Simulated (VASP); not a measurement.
# Zr in VASP: single point with PBE

Aim: the single point of Zr with PBE.

All numbers are computed with VASP 6.6.1; they aren't measurements. Logs are shortened: lines on timing, memory, paths and dates and some standing lists are left out, and cuts for length are marked.

### Step 1. The cell of the first run

The cell holds a slab with vacuum, 7 atoms: a = 3.232 Å, b = 3.232 Å, c = 30.441 Å, α = 90.00°, β = 90.00°, γ = 120.00°.

### Step 2. Single point, PBE

INCAR

```
SYSTEM = Zr
PREC = Accurate
ENCUT = 400
EDIFF = 1E-6
ISMEAR = -1
SIGMA = 0.05
LREAL = .FALSE.
LASPH = .TRUE.
NELM = 120
ALGO = Normal
ISIF = 2
LWAVE = .FALSE.
LCHARG = .TRUE.
LDIPOL = .TRUE.
IDIPOL = 3
DIPOL = 0.5 0.5 0.500
GGA = PE
LELF = .TRUE.
LVHAR = .TRUE.
LVACPOTAV = .TRUE.
NBANDS = 51
GGA_COMPAT = .FALSE.
NELMDL = -8
```

KPOINTS

```
regular mesh
0
G
  9 9 1
  0 0 0
```

POSCAR

```
Zr
1.0
    3.2319982225      0.0000000000      0.0000000000
   -1.6159991113      2.7989925656      0.0000000000
    0.0000000000      0.0000000000     30.4410000000
Zr
7
Direct
    0.6666666667      0.3333333334      0.2463782399
    0.3333333333      0.6666666666      0.3309188266
    0.6666666667      0.3333333334      0.4154594133
    0.3333333333      0.6666666666      0.5000000000
    0.6666666667      0.3333333334      0.5845405867
    0.3333333333      0.6666666666      0.6690811734
    0.6666666667      0.3333333334      0.7536217601
```

Potentials or basis: VASP PAW PBE potentials, release 64 (Zr_sv).

Started as:

```sh
$ cat potpaw_PBE.64/Zr_sv/POTCAR > POTCAR
$ mpirun -np 1 vasp_std > vasp.out
```

OUTCAR:

```text
SYSTEM = Zr
   PREC = Accurate
   ENCUT = 400
   EDIFF = 1E-6
   ISMEAR = -1
   LREAL = .FALSE.
   LASPH = .TRUE.
   NELM = 120
   ISIF = 2
   GGA = PE
   NELMDL = -8

 ion  position               nearest neighbor table
   1  0.667  0.333  0.246-   2 3.18   2 3.18   2 3.18
   2  0.333  0.667  0.331-   1 3.18   3 3.18   1 3.18   3 3.18   1 3.18   3 3.18
   3  0.667  0.333  0.415-   2 3.18   4 3.18   2 3.18   4 3.18   2 3.18   4 3.18
   4  0.333  0.667  0.500-   3 3.18   5 3.18   3 3.18   5 3.18   3 3.18   5 3.18
   5  0.667  0.333  0.585-   4 3.18   6 3.18   4 3.18   6 3.18   4 3.18   6 3.18
   6  0.333  0.667  0.669-   5 3.18   7 3.18   5 3.18   7 3.18   5 3.18   7 3.18
   7  0.667  0.333  0.754-   6 3.18   6 3.18   6 3.18

  LATTYP: Found a hexagonal cell.
 ALAT       =     3.2319982225
 C/A-ratio  =     9.4186314176

  Lattice vectors:

 A1 = (   3.2319982225,   0.0000000000,   0.0000000000)
 A2 = (  -1.6159991113,   2.7989925656,   0.0000000000)
 A3 = (   0.0000000000,   0.0000000000,  30.4410000000)

Analysis of symmetry for initial positions (statically):
=====================================================================
 Subroutine PRICEL returns:
 Original cell was already a primitive cell.

 Routine SETGRP: Setting up the symmetry group for a
 hexagonal supercell.

 Subroutine GETGRP returns: Found 12 space group operations
 (whereof 12 operations were pure point group operations)
 out of a pool of 24 trial point group operations.

The static configuration has the point symmetry D_3h.

Analysis of symmetry for dynamics (positions and initial velocities):
=====================================================================
 Subroutine PRICEL returns:
 Original cell was already a primitive cell.

 Routine SETGRP: Setting up the symmetry group for a
 hexagonal supercell.

 Subroutine GETGRP returns: Found 12 space group operations
 (whereof 12 operations were pure point group operations)
 out of a pool of 24 trial point group operations.

The dynamic configuration has the point symmetry D_3h.

 Subroutine INISYM returns: Found 12 space group operations
 (whereof 12 operations are pure point group operations),
 and found     1 'primitive' translations

----------------------------------------------------------------------------------------

                                     Primitive cell

  volume of cell :     275.3796

  direct lattice vectors                    reciprocal lattice vectors
     3.231998223  0.000000000  0.000000000     0.309406111  0.178635701  0.000000000
    -1.615999111  2.798992566  0.000000000     0.000000000  0.357271403  0.000000000
     0.000000000  0.000000000 30.441000000     0.000000000  0.000000000  0.032850432

  length of vectors
     3.231998223  3.231998222 30.441000000     0.357271403  0.357271403  0.032850432

  position of ions in fractional coordinates (direct lattice)
     0.666666667  0.333333333  0.246378240
     0.333333333  0.666666667  0.330918827
     0.666666667  0.333333333  0.415459413
     0.333333333  0.666666667  0.500000000
     0.666666667  0.333333333  0.584540587
     0.333333333  0.666666667  0.669081173
     0.666666667  0.333333333  0.753621760

  ion indices of the primitive-cell ions
   primitive index   ion index
                 1           1
                 2           2
                 3           3
                 4           4
                 5           5
                 6           6
                 7           7

----------------------------------------------------------------------------------------

 KPOINTS: regular mesh

Automatic generation of k-mesh.
 Grid dimensions read from file:
 generate k-points for:    9    9    1

 Generating k-lattice:

  Cartesian coordinates                     Fractional coordinates (reciprocal lattice)
     0.034378457  0.019848411  0.000000000     0.111111111  0.000000000  0.000000000
     0.000000000  0.039696823  0.000000000     0.000000000  0.111111111  0.000000000
     0.000000000  0.000000000  0.032850432     0.000000000  0.000000000  1.000000000

  Length of vectors
     0.039696823  0.039696823  0.032850432

  Shift w.r.t. Gamma in fractional coordinates (k-lattice)
     0.000000000  0.000000000  0.000000000

 Subroutine IBZKPT returns following result:
 ===========================================

 Found     12 irreducible k-points:

 Following reciprocal coordinates:
            Coordinates               Weight
  0.000000  0.000000  0.000000      1.000000
  0.111111  0.000000  0.000000      6.000000
  0.222222  0.000000  0.000000      6.000000
  0.333333  0.000000  0.000000      6.000000
  0.444444  0.000000  0.000000      6.000000
  0.111111  0.111111  0.000000      6.000000
  0.222222  0.111111  0.000000     12.000000
  0.333333  0.111111  0.000000     12.000000
  0.444444  0.111111  0.000000      6.000000
  0.222222  0.222222  0.000000      6.000000
  0.333333  0.222222  0.000000     12.000000
  0.333333  0.333333  0.000000      2.000000
   k-points           NKPTS =     12   k-points in BZ     NKDIM =     12   number of bands    NBANDS=     51
   number of dos      NEDOS =    301   number of ions     NIONS =      7
   total plane-waves  NPLWV = 115200
   dimension x,y,z NGX =    24 NGY =   24 NGZ =  200
   dimension x,y,z NGXF=    48 NGYF=   48 NGZF=  400
   ions per type =               7
   NGX,Y,Z   is equivalent  to a cutoff of  12.35, 12.35, 10.92 a.u.
   NGXF,Y,Z  is equivalent  to a cutoff of  24.69, 24.69, 21.85 a.u.
 SYSTEM =  Zr
   PREC   = accura    normal or accurate (medium, high low for compatibility)
   ISTART =      0    job   : 0-new  1-cont  2-samecut
   ICHARG =      2    charge: 1-file 2-atom 10-const
   ISPIN  =      1    spin polarized calculation?
   LNONCOLLINEAR =      F non collinear calculations
   LSORBIT =      F    spin-orbit coupling
   LASPH  =      T    aspherical Exc in radial PAW
   ENCUT  =  400.0 eV  29.40 Ry    5.42 a.u.   5.27  5.27 49.64*2*pi/ulx,y,z
   NELM   =    120;   NELMIN=  2; NELMDL= -8     # of ELM steps
   EDIFF  = 0.1E-05   stopping-criterion for ELM
   LREAL  =      F    real-space projection
   EDIFFG = 0.1E-04   stopping-criterion for IOM
   NSW    =      0    number of steps for IOM
   IBRION =     -1    ionic relax: 0-MD 1-quasi-New 2-CG
   NFREE  =      0    steps in history (QN), initial steepest desc. (CG)
   ISIF   =      2    stress and relaxation
   ISYM   =      2    0-nonsym 1-usesym 2-fastsym
   POTIM  = 0.5000    time-step for ionic-motion
   TEBEG  =    0.0;   TEEND  =   0.0 temperature during run
   PSTRESS=    0.0 pullay stress
   NELECT =      84.0000    total number of electrons
   NUPDOWN=      -1.0000    fix difference up-down
   EMIN   =  10.00;   EMAX   =-10.00  energy-range for DOS
   EFERMI =   0.00;   METHOD = LEGACY
   ISMEAR =    -1;   SIGMA  =   0.05  broadening in eV -4-tet -1-fermi 0-gaus
   EFERMI_NEDOS =   21; number of points for ismear=-14 and -15
   IALGO  =     38    algorithm
   IMIX   =      4    mixing-type and parameters
     AMIX     =   0.40;   BMIX     =  1.00
     AMIX_MAG =   1.60;   BMIX_MAG =  1.00
  volume/ion in A,a.u.               =      39.34       265.48
  Fermi-wavevector in a.u.,A,eV,Ry     =   1.102023  2.082522 16.523660  1.214455
  Thomas-Fermi vector in A             =   2.238459
   LORBIT       =      0    0 simple, 1 ext, 2 COOP (PROOUT), +10 PAW based schemes
   GGA     = PE    functional components
   LHFCALC =     F    Hartree Fock is set to
   AEXX    =    0.0000 exact exchange contribution
   IVDW    =     0    specifies the selected vdW correction
   LEPSILON=     F    determine dielectric tensor
   LRPA    =     F    only Hartree local field effects (RPA)
 non-spin polarized calculation
  energy-cutoff  :      400.00
  volume of cell :      275.38
 maximum number of plane-waves:      5026
 NGX is ok and might be reduce to    24
   NGX = 11   NGY = 11   NGZ = 99

 dipolmoment           0.000000      0.000000      0.000000 electrons x Angstroem

 number of electron      84.0000002 magnetization

 dipolmoment           0.000000      0.000000     -0.000000 electrons x Angstroem

 Free energy of the ion-electron system (eV)
  ---------------------------------------------------
  ext. energy  EPLUGINS =         0.00000000
  ---------------------------------------------------
  free energy    TOTEN  =       -57.80013732 eV

  energy without entropy =      -57.71137152  energy(sigma->0) =      -57.75575442

 E-fermi :   3.7170     XC(G=0):  -7.2399

 val. band max:        3.7109387874   @ k =   0.3333   0.1111   0.0000
 cond. band min:       3.7238825581   @ k =   0.1111   0.1111   0.0000
 fundamental gap:      0.0129437708
 Fermi energy:         3.7169965296

 k-point     1 :       0.0000    0.0000    0.0000
  band No.  band energies     occupation
      1     -45.3450      2.00000
      2     -45.3450      2.00000
      3     -45.1122      2.00000
      4     -45.0429      2.00000
      5     -45.0197      2.00000
      6     -44.9637      2.00000
[... 43 lines left out ...]
     50       4.6789      0.00000
     51       4.7183      0.00000

 k-point     2 :       0.1111    0.0000    0.0000
  band No.  band energies     occupation
      1     -45.3350      2.00000
      2     -45.3350      2.00000
      3     -45.0996      2.00000
      4     -45.0313      2.00000
      5     -45.0100      2.00000
      6     -44.9562      2.00000
[... 43 lines left out ...]
     50       4.8319      0.00000
     51       4.8662      0.00000

 k-point     3 :       0.2222    0.0000    0.0000
  band No.  band energies     occupation
      1     -45.3096      2.00000
      2     -45.3096      2.00000
      3     -45.0671      2.00000
      4     -45.0013      2.00000
      5     -44.9850      2.00000
      6     -44.9376      2.00000
[... 475 lines left out ...]
     50       4.3686      0.00000
     51       5.2818      0.00000

 k-point    12 :       0.3333    0.3333    0.0000
  band No.  band energies     occupation
      1     -45.2479      2.00000
      2     -45.2479      2.00000
      3     -44.9834      2.00000
      4     -44.9175      2.00000
      5     -44.9175      2.00000
      6     -44.9036      2.00000
[... 43 lines left out ...]
     50       4.0019      0.00668
     51       5.5067      0.00000

------------------------ aborting loop because EDIFF is reached ----------------------------------------

  FORCE on cell =-STRESS in cart. coord.  units (eV):
  Direction    XX          YY          ZZ          XY          YZ          ZX
  --------------------------------------------------------------------------------------
  -------------------------------------------------------------------------------------
  Total       -2.4234198     -2.4234198     -1.6421377      0.0000000     -0.0000000      0.0000000
  in kB      -14.0996220    -14.0996220     -9.5540690      0.0000000     -0.0000000      0.0000000
  external PRESSURE =     -12.5844377 kB  Pullay stress =       0.0000000 kB

 VOLUME and BASIS-vectors are now :
 -----------------------------------------------------------------------------
  energy-cutoff  :      400.00
  volume of cell :      275.38
      direct lattice vectors                 reciprocal lattice vectors
     3.231998223  0.000000000  0.000000000     0.309406111  0.178635701  0.000000000
    -1.615999111  2.798992566  0.000000000     0.000000000  0.357271403  0.000000000
     0.000000000  0.000000000 30.441000000     0.000000000  0.000000000  0.032850432

 POSITION                                       TOTAL-FORCE (eV/Angst)
 -----------------------------------------------------------------------------------
      1.61600      0.93300      7.50000         0.000000     -0.000000      0.453352
     -0.00000      1.86600     10.07350         0.000000     -0.000000     -0.575311
      1.61600      0.93300     12.64700        -0.000000      0.000000      0.056189
     -0.00000      1.86600     15.22050        -0.000000      0.000000     -0.000000
      1.61600      0.93300     17.79400        -0.000000     -0.000000     -0.056189
     -0.00000      1.86600     20.36750         0.000000     -0.000000      0.575311
      1.61600      0.93300     22.94100        -0.000000     -0.000000     -0.453352
 -----------------------------------------------------------------------------------
    total drift:                               -0.000000     -0.000000     -0.000000

  FREE ENERGIE OF THE ION-ELECTRON SYSTEM (eV)
  ---------------------------------------------------
  free  energy   TOTEN  =       -57.8001373170 eV

  energy  without entropy=      -57.7113715232  energy(sigma->0) =      -57.75575442

 vacuum level on the upper side and lower side of the slab         7.919         7.919
```

Run time: 9.7 min. Hardware: 1 thread of AMD EPYC 7R43 (Zen 3), shared host; peak memory 0.33 GiB.

What came out:

```
Free energy            : -57.8001 eV
Largest force          : 0.575 eV/Å
Band gap on the k mesh : zero (bands 42 and 43 overlap by 1.22 eV)
```

Forces on the atoms (eV/Å):
```
Zr   0.000  0.000  0.453
Zr   0.000  0.000 -0.575
Zr   0.000  0.000  0.056
Zr   0.000  0.000  0.000
Zr   0.000  0.000 -0.056
Zr   0.000  0.000  0.575
Zr   0.000  0.000 -0.453
```
